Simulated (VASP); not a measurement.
## La: single point with RPBE

La:

```
CELL_PARAMETERS angstrom
3.75000 0.00000 0.00000
-1.87500 3.24760 0.00000
0.00000 0.00000 6.07000
ATOMIC_POSITIONS crystal
La 0.66667 0.33333 0.75000
La 0.33333 0.66667 0.25000
```

| Quantity | Value |
| --- | --- |
| Program | VASP 6.6.1 |
| Task | single point |
| Functional | RPBE |
| Potentials or basis | VASP PAW PBE potentials, release 64 (La) |
| Cutoff | 520 eV |
| k mesh | 8 × 8 × 5 |
| Occupations | fermi-dirac, width 0.05 eV |
| Spin | no spin polarisation |
| Dipole correction | no |
| Further INCAR settings | ALGO = Fast; EDIFF = 1e-06; NBANDS = 18 |

- Pressure: 2.1 GPa
- Band gap on the k mesh: zero (bands 11 and 12 overlap by 1.30 eV)

Stress tensor (GPa, compression positive):
```
2.19 0.00 0.00
0.00 2.19 0.00
0.00 0.00 1.78
```

Levels at points of the mesh, in eV from the Fermi level:
| k point | band 7 | band 8 | band 9 | band 10 | band 11 | band 12 | band 13 | band 14 | band 15 | band 16 |
| --- | --- | --- | --- | --- | --- | --- | --- | --- | --- | --- |
| (0.00, 0.00, 0.00) | -15.89 | -15.86 | -3.15 | -1.74 | 1.11 | 1.34 | 1.34 | 1.55 | 1.64 | 1.69 |
| (0.50, 0.00, 0.00) | -16.21 | -16.06 | -1.60 | -1.15 | -1.14 | 1.19 | 1.25 | 1.31 | 1.49 | 1.86 |

Run time: 3.6 min on 1 thread of Intel Xeon 8259CL, with other jobs on the host, peak memory 0.21 GiB.

Caveat: the PAW data sets were made with another functional, which shifts forces and pressure a little; spin-orbit coupling is left out, which moves the levels of the heavy elements.
